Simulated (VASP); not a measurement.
Input of a VASP 6.6.1 run:

File INCAR:

```
SYSTEM = Sb
PREC = Accurate
ENCUT = 520
EDIFF = 1E-7
ISMEAR = 0
SIGMA = 0.2
LREAL = .FALSE.
LASPH = .TRUE.
NELM = 80
ALGO = Normal
ISIF = 2
LWAVE = .FALSE.
LCHARG = .TRUE.
GGA = PE
LELF = .TRUE.
LVHAR = .TRUE.
NBANDS = 18
```

Contents of KPOINTS:

```
Automatic mesh
0
G
  8 4 4
  0 0 0
```

File POSCAR:

```
Sb
1.0
   -2.1960218571      2.2116912774     -0.0113105374
   -0.0667441755     -0.0345024948     -6.2259643781
   -4.3845591304     -4.4155597046     -0.0710633135
Sb
4
Direct
   -0.0001724466      0.7507401770     -0.0015856904
   -0.0008797335      0.2506786615      0.0023831042
    0.0006955100      0.7496278711      0.5022073499
    0.0003566701      0.2489532905      0.4969952363
```

Potentials or basis: VASP PAW PBE potentials, release 64 (Sb).

The run is started by

```bash
$ cat potpaw_PBE.64/Sb/POTCAR > POTCAR
$ mpirun -np 1 vasp_std > vasp.out
```

Problem. What does it give for the band gap on the k mesh?

Solution. Zero (band 10 reaches 10.17 eV, above the bottom of band 11 at 5.05 eV).

Problem. Estimate the largest force.

Solution. 0.022 eV/Å.

Problem. What does it give for the pressure?

Solution. 0.0 GPa.

Stress tensor (GPa, compression positive):
```
 0.02  0.06 -0.02
 0.06  0.03 -0.02
-0.02 -0.02 -0.01
```

Caveat: spin-orbit coupling is left out, which moves the levels of the heavy elements.
